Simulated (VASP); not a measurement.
# Cu (Pm-3m) in VASP: further runs

Cu is run at these levels: RPBE; tasks: single point.

All numbers are computed with VASP 6.6.1; they aren't measurements. Logs are shortened: lines on timing, memory, paths and dates and some standing lists are left out, and cuts for length are marked.

### Step 1. The cell of the first run

It takes space group Pm-3m (No. 221, cubic). Conventional cell: a = 2.471 Å, b = 2.471 Å, c = 2.471 Å, α = 90.00°, β = 90.00°, γ = 90.00°. Cu (site symmetry m-3m) has 6 Cu at 2.47 Å within 3.3 Å.

### Step 2. Single point, RPBE (volume scaled by 1.04)

Contents of INCAR:

```
  PREC = Accurate
  ENCUT = 520
  EDIFF = 1E-7
  ISMEAR = -1
  SIGMA = 0.1
  LREAL = False
  LASPH = True
  NELM = 80
  ALGO = Normal
  ISIF = 2
  LWAVE = False
  LCHARG = False
  GGA = RP
  NBANDS = 12
```

Contents of KPOINTS:

```
Automatic mesh
0
Gamma
  14 14 14
```

Contents of POSCAR:

```
Cu
1.0
    2.4711928255      0.0000000000      0.0000000000
    0.0000000000      2.4711928255      0.0000000000
    0.0000000000      0.0000000000      2.4711928255
Cu
1
Direct
    0.0000000000      0.0000000000      0.0000000000
```

Potentials or basis: VASP PAW PBE potentials, release 64 (Cu).

On the command line:

```
$ cat potpaw_PBE.64/Cu/POTCAR > POTCAR
$ mpirun -np 1 vasp_std > vasp.out
```

OUTCAR:

```text
PREC = Accurate
   ENCUT = 520
   EDIFF = 1E-7
   ISMEAR = -1
   LREAL = False
   LASPH = True
   NELM = 80
   ISIF = 2
   GGA = RP

 ion  position               nearest neighbor table
   1  0.000  0.000  0.000-

  LATTYP: Found a simple cubic cell.
 ALAT       =     2.4711928255

  Lattice vectors:

 A1 = (   2.4711928255,   0.0000000000,   0.0000000000)
 A2 = (   0.0000000000,   2.4711928255,   0.0000000000)
 A3 = (   0.0000000000,   0.0000000000,   2.4711928255)

Analysis of symmetry for initial positions (statically):
=====================================================================
 Subroutine PRICEL returns:
 Original cell was already a primitive cell.

 Routine SETGRP: Setting up the symmetry group for a
 simple cubic supercell.

 Subroutine GETGRP returns: Found 48 space group operations
[... 9 lines left out ...]

 Routine SETGRP: Setting up the symmetry group for a
 simple cubic supercell.

 Subroutine GETGRP returns: Found 48 space group operations
[... 11 lines left out ...]
                                     Primitive cell

  volume of cell :      15.0911

  direct lattice vectors                    reciprocal lattice vectors
     2.471192826  0.000000000  0.000000000     0.404662878  0.000000000  0.000000000
     0.000000000  2.471192826  0.000000000     0.000000000  0.404662878  0.000000000
     0.000000000  0.000000000  2.471192826     0.000000000  0.000000000  0.404662878

  length of vectors
     2.471192826  2.471192826  2.471192826     0.404662878  0.404662878  0.404662878

  position of ions in fractional coordinates (direct lattice)
     0.000000000  0.000000000  0.000000000

  ion indices of the primitive-cell ions
   primitive index   ion index
                 1           1

----------------------------------------------------------------------------------------

 KPOINTS: Automatic mesh

Automatic generation of k-mesh.
 Grid dimensions read from file:
 generate k-points for:   14   14   14

 Generating k-lattice:

  Cartesian coordinates                     Fractional coordinates (reciprocal lattice)
     0.028904491  0.000000000  0.000000000     0.071428571  0.000000000  0.000000000
     0.000000000  0.028904491  0.000000000     0.000000000  0.071428571  0.000000000
     0.000000000  0.000000000  0.028904491     0.000000000  0.000000000  0.071428571

  Length of vectors
     0.028904491  0.028904491  0.028904491

  Shift w.r.t. Gamma in fractional coordinates (k-lattice)
     0.000000000  0.000000000  0.000000000

 Subroutine IBZKPT returns following result:
 ===========================================

 Found    120 irreducible k-points:

 Following reciprocal coordinates:
            Coordinates               Weight
  0.000000  0.000000  0.000000      1.000000
  0.071429  0.000000  0.000000      6.000000
  0.142857  0.000000  0.000000      6.000000
  0.214286  0.000000  0.000000      6.000000
  0.285714  0.000000  0.000000      6.000000
  0.357143  0.000000  0.000000      6.000000
[... 16 lines left out ...]
  0.285714  0.214286  0.000000     24.000000
  0.357143  0.214286  0.000000     24.000000
 [... further k-points ...]
   k-points           NKPTS =    120   k-points in BZ     NKDIM =    120   number of bands    NBANDS=     12
   number of dos      NEDOS =    301   number of ions     NIONS =      1
   total plane-waves  NPLWV =   5832
   dimension x,y,z NGX =    18 NGY =   18 NGZ =   18
   dimension x,y,z NGXF=    36 NGYF=   36 NGZF=   36
   ions per type =               1
   NGX,Y,Z   is equivalent  to a cutoff of  12.11, 12.11, 12.11 a.u.
   NGXF,Y,Z  is equivalent  to a cutoff of  24.22, 24.22, 24.22 a.u.
 SYSTEM =  unknown system
   PREC   = accura    normal or accurate (medium, high low for compatibility)
   ISTART =      0    job   : 0-new  1-cont  2-samecut
   ICHARG =      2    charge: 1-file 2-atom 10-const
   ISPIN  =      1    spin polarized calculation?
   LNONCOLLINEAR =      F non collinear calculations
   LSORBIT =      F    spin-orbit coupling
   LASPH  =      T    aspherical Exc in radial PAW
   ENCUT  =  520.0 eV  38.22 Ry    6.18 a.u.   4.59  4.59  4.59*2*pi/ulx,y,z
   NELM   =     80;   NELMIN=  2; NELMDL= -5     # of ELM steps
   EDIFF  = 0.1E-06   stopping-criterion for ELM
   LREAL  =      F    real-space projection
   EDIFFG = 0.1E-05   stopping-criterion for IOM
   NSW    =      0    number of steps for IOM
   IBRION =     -1    ionic relax: 0-MD 1-quasi-New 2-CG
   NFREE  =      0    steps in history (QN), initial steepest desc. (CG)
   ISIF   =      2    stress and relaxation
   ISYM   =      2    0-nonsym 1-usesym 2-fastsym
   POTIM  = 0.5000    time-step for ionic-motion
   TEBEG  =    0.0;   TEEND  =   0.0 temperature during run
   PSTRESS=    0.0 pullay stress
   NELECT =      11.0000    total number of electrons
   NUPDOWN=      -1.0000    fix difference up-down
   EMIN   =  10.00;   EMAX   =-10.00  energy-range for DOS
   EFERMI =   0.00;   METHOD = LEGACY
   ISMEAR =    -1;   SIGMA  =   0.10  broadening in eV -4-tet -1-fermi 0-gaus
   EFERMI_NEDOS =   21; number of points for ismear=-14 and -15
   IALGO  =     38    algorithm
   IMIX   =      4    mixing-type and parameters
     AMIX     =   0.40;   BMIX     =  1.00
     AMIX_MAG =   1.60;   BMIX_MAG =  1.00
  volume/ion in A,a.u.               =      15.09       101.84
  Fermi-wavevector in a.u.,A,eV,Ry     =   1.473327  2.784184 29.534056  2.170692
  Thomas-Fermi vector in A             =   2.588233
   LORBIT       =      0    0 simple, 1 ext, 2 COOP (PROOUT), +10 PAW based schemes
   GGA     = RP    functional components
   LHFCALC =     F    Hartree Fock is set to
   AEXX    =    0.0000 exact exchange contribution
   IVDW    =     0    specifies the selected vdW correction
   LEPSILON=     F    determine dielectric tensor
   LRPA    =     F    only Hartree local field effects (RPA)
 non-spin polarized calculation
  energy-cutoff  :      520.00
  volume of cell :       15.09
 maximum number of plane-waves:       437
   NGX =  9   NGY =  9   NGZ =  9

 number of electron      10.9999967 magnetization

 Free energy of the ion-electron system (eV)
  ---------------------------------------------------
  ext. energy  EPLUGINS =         0.00000000
  ---------------------------------------------------
  free energy    TOTEN  =        -2.81684095 eV

  energy without entropy =       -2.80737695  energy(sigma->0) =       -2.81210895

 E-fermi :   4.9424     XC(G=0): -11.1436

 val. band max:        4.9412514114   @ k =   0.2857   0.2857   0.2857
 cond. band min:       4.9700891092   @ k =   0.5000   0.1429   0.0000
 fundamental gap:      0.0288376978
 Fermi energy:         4.9423523260

 k-point     1 :       0.0000    0.0000    0.0000
  band No.  band energies     occupation
      1      -2.5474      2.00000
      2       1.4769      2.00000
      3       1.4769      2.00000
      4       3.6629      1.99999
      5       3.6629      1.99999
      6       3.6629      1.99999
      7      21.6574      0.00000
      8      21.6574      0.00000
      9      21.6574      0.00000
     10      24.8887      0.00000
     11      24.8887      0.00000
     12      28.2262      0.00000

 k-point     2 :       0.0714    0.0000    0.0000
  band No.  band energies     occupation
      1      -2.4164      2.00000
      2       1.4905      2.00000
      3       1.5227      2.00000
      4       3.6276      2.00000
      5       3.6276      2.00000
      6       3.6659      1.99999
      7      19.8338      0.00000
      8      21.8247      0.00000
      9      21.8247      0.00000
     10      24.9526      0.00000
     11      26.1251      0.00000
     12      29.0708      0.00000

 k-point     3 :       0.1429    0.0000    0.0000
  band No.  band energies     occupation
      1      -2.0301      2.00000
      2       1.5285      2.00000
      3       1.6568      2.00000
      4       3.5298      2.00000
      5       3.5298      2.00000
      6       3.6739      1.99999
      7      17.0531      0.00000
      8      22.3175      0.00000
      9      22.3175      0.00000
     10      25.1458      0.00000
     11      26.9352      0.00000
     12      31.8038      0.00000

 k-point     4 :       0.2143    0.0000    0.0000
  band No.  band energies     occupation
      1      -1.4124      2.00000
      2       1.5840      2.00000
      3       1.8740      2.00000
      4       3.3919      2.00000
      5       3.3919      2.00000
      6       3.6855      1.99999
      7      14.3239      0.00000
      8      23.1108      0.00000
      9      23.1108      0.00000
     10      25.4722      0.00000
     11      27.3419      0.00000
     12      35.3395      0.00000

 k-point     5 :       0.2857    0.0000    0.0000
  band No.  band energies     occupation
      1      -0.6203      2.00000
      2       1.6462      2.00000
      3       2.1819      2.00000
      4       3.2435      2.00000
      5       3.2435      2.00000
      6       3.6985      1.99999
      7      11.7841      0.00000
      8      24.1669      0.00000
      9      24.1669      0.00000
     10      25.9342      0.00000
     11      27.7147      0.00000
     12      34.1670      0.00000

 k-point     6 :       0.3571    0.0000    0.0000
  band No.  band energies     occupation
      1       0.2100      2.00000
      2       1.7027      2.00000
      3       2.6392      2.00000
      4       3.1136      2.00000
      5       3.1136      2.00000
      6       3.7102      1.99999
      7       9.5012      0.00000
      8      25.4309      0.00000
      9      25.4309      0.00000
     10      26.5181      0.00000
     11      28.0852      0.00000
     12      32.3989      0.00000

 k-point     7 :       0.4286    0.0000    0.0000
  band No.  band energies     occupation
      1       0.8240      2.00000
      2       1.7422      2.00000
      3       3.0256      2.00000
      4       3.0256      2.00000
      5       3.3423      2.00000
      6       3.7183      1.99999
      7       7.6040      0.00000
      8      26.7755      0.00000
      9      26.7755      0.00000
     10      27.1422      0.00000
     11      28.3882      0.00000
     12      31.0557      0.00000

 k-point     8 :       0.5000    0.0000    0.0000
  band No.  band energies     occupation
      1       1.0339      2.00000
      2       1.7563      2.00000
      3       2.9946      2.00000
      4       2.9946      2.00000
      5       3.7212      1.99999
      6       3.8838      1.99995
      7       6.6627      0.00000
      8      27.4779      0.00000
      9      27.5842      0.00000
     10      27.5842      0.00000
     11      28.5106      0.00000
     12      30.6054      0.00000
[... 166 lines left out ...]
 k-point    20 :       0.4286    0.1429    0.0000
  band No.  band energies     occupation
      1       1.1799      2.00000
      2       1.9233      2.00000
      3       2.3509      2.00000
      4       3.0495      2.00000
      5       3.6005      2.00000
      6       4.2197      1.99855
      7       7.9315      0.00000
      8      21.6825      0.00000
      9      24.9616      0.00000
     10      27.4509      0.00000
     11      28.2243      0.00000
     12      32.0252      0.00000

 k-point    21 :       0.5000    0.1429    0.0000
  band No.  band energies     occupation
      1       1.3794      2.00000
      2       1.9696      2.00000
      3       2.2852      2.00000
      4       3.0191      2.00000
      5       3.6041      2.00000
      6       4.9701      0.86220
      7       6.7933      0.00000
      8      23.1552      0.00000
      9      23.2847      0.00000
     10      28.3212      0.00000
     11      28.4855      0.00000
     12      30.9650      0.00000

 k-point    22 :       0.2143    0.2143    0.0000
  band No.  band energies     occupation
      1      -0.3459      2.00000
      2       1.8128      2.00000
      3       2.1604      2.00000
      4       3.1685      2.00000
      5       3.4006      2.00000
      6       3.4533      2.00000
      7      14.7231      0.00000
      8      16.3257      0.00000
      9      24.5409      0.00000
     10      27.0077      0.00000
     11      29.0286      0.00000
     12      35.0086      0.00000

 k-point    23 :       0.2857    0.2143    0.0000
  band No.  band energies     occupation
      1       0.3428      2.00000
      2       1.8852      2.00000
      3       2.3876      2.00000
      4       3.2085      2.00000
      5       3.2807      2.00000
      6       3.4510      2.00000
      7      12.6960      0.00000
      8      16.6734      0.00000
      9      25.5878      0.00000
     10      26.5303      0.00000
     11      27.6535      0.00000
     12      35.6223      0.00000

 k-point    24 :       0.3571    0.2143    0.0000
  band No.  band energies     occupation
      1       0.9873      2.00000
      2       1.9276      2.00000
      3       2.4560      2.00000
      4       3.1585      2.00000
      5       3.4664      2.00000
      6       3.7235      1.99999
      7      10.4181      0.00000
      8      17.7178      0.00000
      9      24.3794      0.00000
     10      26.8571      0.00000
     11      28.2130      0.00000
     12      34.3439      0.00000

 [... further k-points ...]
[... 5 lines left out ...]
  --------------------------------------------------------------------------------------
  -------------------------------------------------------------------------------------
  Total       -0.2688891     -0.2688891     -0.2688891     -0.0000000      0.0000000     -0.0000000
  in kB      -28.5472187    -28.5472187    -28.5472187     -0.0000000      0.0000000     -0.0000000
  external PRESSURE =     -28.5472187 kB  Pullay stress =       0.0000000 kB

 VOLUME and BASIS-vectors are now :
 -----------------------------------------------------------------------------
  energy-cutoff  :      520.00
  volume of cell :       15.09
      direct lattice vectors                 reciprocal lattice vectors
     2.471192826  0.000000000  0.000000000     0.404662878  0.000000000  0.000000000
     0.000000000  2.471192826  0.000000000     0.000000000  0.404662878  0.000000000
     0.000000000  0.000000000  2.471192826     0.000000000  0.000000000  0.404662878

 POSITION                                       TOTAL-FORCE (eV/Angst)
 -----------------------------------------------------------------------------------
      0.00000      0.00000      0.00000         0.000000      0.000000      0.000000
 -----------------------------------------------------------------------------------
    total drift:                               -0.000000      0.000000      0.000000

  FREE ENERGIE OF THE ION-ELECTRON SYSTEM (eV)
  ---------------------------------------------------
  free  energy   TOTEN  =        -2.8168409530 eV

  energy  without entropy=       -2.8073769471  energy(sigma->0) =       -2.81210895
```

Run time: 6.8 s. Hardware: 1 thread of Intel Xeon 6975P-C (Granite Rapids), shared host; peak memory 0.13 GiB.

What came out:

```yaml
Free_energy: -2.8168 eV
Pressure: -2.9 GPa
```

Caveat: the PAW data sets were made with another functional, which shifts forces and pressure a little.

### Step 3. Single point, RPBE (volume scaled by 1.08)

Contents of INCAR:

```
SYSTEM = Cu
PREC = Accurate
ENCUT = 520
EDIFF = 1E-6
ISMEAR = -1
SIGMA = 0.1
LREAL = .False.
LASPH = .True.
NELM = 80
ALGO = Normal
ISIF = 2
LWAVE = .False.
LCHARG = .False.
GGA = RP
NBANDS = 12
```

Contents of KPOINTS:

```
Automatic mesh
0
Gamma
  14 14 14
  0 0 0
```

Contents of POSCAR:

```
Cu
1.0
    2.5024770684      0.0000000000      0.0000000000
    0.0000000000      2.5024770684      0.0000000000
    0.0000000000      0.0000000000      2.5024770684
Cu
1
Direct
    0.0000000000      0.0000000000      0.0000000000
```

Potentials or basis: VASP PAW PBE potentials, release 64 (Cu).

On the command line:

```
$ cat potpaw_PBE.64/Cu/POTCAR > POTCAR
$ mpirun -np 1 vasp_std > vasp.out
```

OUTCAR:

```text
SYSTEM = Cu
   PREC = Accurate
   ENCUT = 520
   EDIFF = 1E-6
   ISMEAR = -1
   LREAL = .False.
   LASPH = .True.
   NELM = 80
   ISIF = 2
   GGA = RP

 ion  position               nearest neighbor table
   1  0.000  0.000  0.000-

  LATTYP: Found a simple cubic cell.
 ALAT       =     2.5024770684

  Lattice vectors:

 A1 = (   2.5024770684,   0.0000000000,   0.0000000000)
 A2 = (   0.0000000000,   2.5024770684,   0.0000000000)
 A3 = (   0.0000000000,   0.0000000000,   2.5024770684)

[... 529 lines left out ...]
      4       2.8502      2.00000
      5       3.1401      2.00000
      6       3.4010      1.99999
      7       9.9243      0.00000
      8      17.0500      0.00000
      9      23.5783      0.00000
     10      25.9564      0.00000
     11      27.3990      0.00000
     12      33.3646      0.00000

 [... further k-points ...]
[... 5 lines left out ...]
  --------------------------------------------------------------------------------------
  -------------------------------------------------------------------------------------
  Total       -0.4799289     -0.4799289     -0.4799289     -0.0000000      0.0000000     -0.0000000
  in kB      -49.0656040    -49.0656040    -49.0656040     -0.0000000      0.0000000     -0.0000000
  external PRESSURE =     -49.0656040 kB  Pullay stress =       0.0000000 kB

 VOLUME and BASIS-vectors are now :
 -----------------------------------------------------------------------------
  energy-cutoff  :      520.00
  volume of cell :       15.67
      direct lattice vectors                 reciprocal lattice vectors
     2.502477068  0.000000000  0.000000000     0.399604061  0.000000000  0.000000000
     0.000000000  2.502477068  0.000000000     0.000000000  0.399604061  0.000000000
     0.000000000  0.000000000  2.502477068     0.000000000  0.000000000  0.399604061

 POSITION                                       TOTAL-FORCE (eV/Angst)
 -----------------------------------------------------------------------------------
      0.00000      0.00000      0.00000         0.000000      0.000000      0.000000
 -----------------------------------------------------------------------------------
    total drift:                                0.000000      0.000000      0.000000

  FREE ENERGIE OF THE ION-ELECTRON SYSTEM (eV)
  ---------------------------------------------------
  free  energy   TOTEN  =        -2.8021883282 eV

  energy  without entropy=       -2.7925548511  energy(sigma->0) =       -2.79737159
```

stdout:

```text
POSCAR found type information on POSCAR Cu
 POSCAR found :  1 types and       1 ions
 scaLAPACK will be used
 -----------------------------------------------------------------------------
|                                                                             |
|                                                                             |
|     You enforced a specific xc type in the INCAR file but a different       |
|     I HOPE YOU KNOW WHAT YOU ARE DOING!                                     |
|                                                                             |
 -----------------------------------------------------------------------------

 LDA part: xc-table for (Slater+PW92), standard interpolation
 POSCAR, INCAR and KPOINTS ok, starting setup
 FFT: planning ... GRIDC
 FFT: planning ... GRID_SOFT
 FFT: planning ... GRID
 WAVECAR not read
 entering main loop
```

Wall time 6.5 s (1 thread of Intel Xeon 6975P-C (Granite Rapids), shared host); peak memory 0.13 GiB.

Results:

```yaml
Free_energy: -2.8022 eV
Pressure: -4.9 GPa
```

Caveat: the PAW data sets were made with another functional, which shifts forces and pressure a little.

(Part 1 of 2 ends here.)
